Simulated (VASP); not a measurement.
Crystal: Co.

```
CELL_PARAMETERS angstrom
2.21108 0.00000 0.00000
0.00000 2.21108 0.00000
0.00000 0.00000 2.21108
ATOMIC_POSITIONS crystal
Co 0.00000 0.00000 0.00000
```

This isn't the form of Co at room conditions, which is hcp.

| Property | Result |
| --- | --- |
| Program | VASP 6.6.1 |
| Task | relaxation of cell and atoms |
| Functional | LDA |
| Potentials or basis | VASP PAW LDA potentials, release 64 (Co_sv) |
| Cutoff | 600 eV |
| k mesh | 17 × 17 × 17 |
| Occupations | fermi-dirac, width 0.05 eV |
| Spin | collinear spin, ferromagnetic start |
| Starting moments | [1.7] μB |

At the start: pressure 9.4 GPa; volume 10.81 Å³/atom.

**Question.** Where does the relaxation end?

**Answer.** Over 3 steps the energy falls by 12.1 meV/atom and the volume is 11.24 Å³/atom (+4.0 %); space group Pm-3m (No. 221, to 0.1 Å) before and after; moment 1.46 μB per cell.

The path:
| step | energy change (eV) | largest force (eV/Å) | pressure (GPa) | volume (Å³) |
| --- | --- | --- | --- | --- |
| 1 | 0.0000 | 0.0000 | 9.43 | 10.81 |
| 2 | 0.0072 | 0.0000 | -9.61 | 11.84 |
| 3 | -0.0121 | 0.0000 | 0.00 | 11.24 |

Final structure:
```
Co
1.0
     2.24013    0.00000    0.00000
     0.00000    2.24013    0.00000
     0.00000    0.00000    2.24013
Co
1
Direct
  0.00000 0.00000 0.00000
```
